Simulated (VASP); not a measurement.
Set up this calculation in VASP 6.6.1, as the native input.

```
Task                   : single point
Functional             : PBE
Potentials or basis    : VASP PAW PBE potentials, release 64 (Hf_pv, Sc_sv, N)
Cutoff                 : 520 eV
k mesh                 : 6 × 6 × 2
Occupations            : gaussian, width 0.1 eV
Spin                   : collinear spin
Starting moments       : [0.0, 0.0, 1.0, 1.0, 1.0, 0.0] μB
Dipole correction      : no
Further INCAR settings : ALGO = Normal; EDIFF = 1e-06; NBANDS = 42
```

The structure of Hf2Sc3N lies in POSCAR:

```
Hf2Sc3N
1.0
    5.1084100543      0.0000000000      0.0000000000
   -2.5542050272      4.4240128800      0.0000000000
    0.0000000000      0.0000000000      8.9471665466
Hf Sc N
2 3 1
Direct
    0.0000000000      0.0000000000      0.7885513630
    0.0000000000      0.0000000000      0.2114486370
    0.3333333333      0.6666666667      0.5000000000
    0.6666666667      0.3333333333      0.5000000000
    0.0000000000      0.0000000000      0.5000000000
    0.0000000000      0.0000000000      0.0000000000
```

The cell was built from a structure type or drawn by symmetry, and may not be a known phase.

The input as run:

INCAR

```
  PREC = Accurate
  ENCUT = 520
  EDIFF = 1E-6
  ISMEAR = 0
  SIGMA = 0.1
  LREAL = False
  LASPH = True
  NELM = 150
  ALGO = Normal
  ISIF = 2
  LWAVE = False
  LCHARG = True
  ISPIN = 2
  MAGMOM = 0 0 1 1 1 0
  LORBIT = 11
  LMAXMIX = 4
  GGA = PE
  LELF = True
  LVHAR = True
  NBANDS = 42
```

KPOINTS

```
regular mesh
0
Gamma
  6 6 2
```

Potentials or basis: VASP PAW PBE potentials, release 64 (Hf_pv, Sc_sv, N).

Run with:

```bash
$ cat potpaw_PBE.64/Hf_pv/POTCAR potpaw_PBE.64/Sc_sv/POTCAR potpaw_PBE.64/N/POTCAR > POTCAR
$ mpirun -np 1 vasp_std > vasp.out
```

Results of the run:

```
Pressure                                              : 0.0 GPa
Largest force                                         : 0.039 eV/Å
Band gap on the k mesh                                : zero (filled and empty bands overlap)
Net moment                                            : 0.00 μB per cell
Valence electrons inside the program's atomic spheres : Hf 8.23; Sc 9.45, 9.85 (each value once); N 3.76
```

Caveat: spin-orbit coupling is left out, which moves the levels of the heavy elements.

Run time: 6.5 min on 1 thread of Intel(R) Xeon(R) Platinum 8375C CPU @ 2.90GHz (Ice Lake) (shared host), peak memory 0.51 GiB.
